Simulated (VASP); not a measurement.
Here is a VASP 6.6.1 calculation.

Contents of POSCAR:

```
Si2Mo
1.0
    4.5839769341      0.0000000000      0.0000000000
   -2.2919884671      3.9698404753      0.0000000000
    0.0000000000      0.0000000000      6.5768413691
Si Mo
6 3
Direct
    0.1638603720      0.8361396280      0.7953211652
    0.3277207440      0.1638603720      0.1286544985
    0.8361396280      0.6722792560      0.4619878319
    0.8361396280      0.1638603720      0.7953211652
    0.6722792560      0.8361396280      0.1286544985
    0.1638603720      0.3277207440      0.4619878319
    0.5000000000      0.0000000000      0.5000000000
    0.0000000000      0.5000000000      0.1666666667
    0.5000000000      0.5000000000      0.8333333333
```

INCAR.step1

```
SYSTEM = Si2Mo
  PREC = Accurate
  ENCUT = 550
  ISMEAR = 0
  SIGMA = 0.03
  LREAL = .FALSE.
  LASPH = .TRUE.
  NELM = 120
  NBANDS = 43
  GGA = PE
  ALGO = Normal
  EDIFF = 1E-5
  LWAVE = .TRUE.
  LCHARG = .FALSE.
  GGA_COMPAT = .FALSE.
```

Contents of INCAR.step2:

```
SYSTEM = Si2Mo
  PREC = Accurate
  ENCUT = 550
  EDIFF = 1E-6
  ISMEAR = 0
  SIGMA = 0.03
  LREAL = .FALSE.
  LASPH = .TRUE.
  NELM = 120
  ALGO = Normal
  ISIF = 2
  LWAVE = .FALSE.
  LCHARG = .FALSE.
  METAGGA = R2SCAN
  LMIXTAU = .TRUE.
  NBANDS = 43
  ISTART = 1
  GGA_COMPAT = .FALSE.
```

Contents of KPOINTS:

```
regular mesh
0
G
  12 12 6
  0 0 0
```

Potentials or basis: VASP PAW PBE potentials, release 64 (Si, Mo_sv).

Run with:

```sh
$ cat potpaw_PBE.64/Si/POTCAR potpaw_PBE.64/Mo_sv/POTCAR > POTCAR
$ cp INCAR.step1 INCAR
$ mpirun -np 1 vasp_std > vasp.out
$ cp INCAR.step2 INCAR
$ mpirun -np 1 vasp_std > vasp.out
```

(1) What does it give for the largest force?

(2) Estimate the pressure.

(3) Predict the band gap on the k mesh.

Answers

(1) 3.479 eV/Å.

(2) 5.8 GPa.

(3) 0.25 eV (least direct gap 0.68 eV).

Caveat: the cell differs from its parent crystal (all Si atoms moved -0.250 Å, as atom 1 along Cartesian [0 0 1]); the stress differs along the axes, from 2 to 13 GPa; the PAW data sets were made with another functional, which shifts forces and pressure a little.
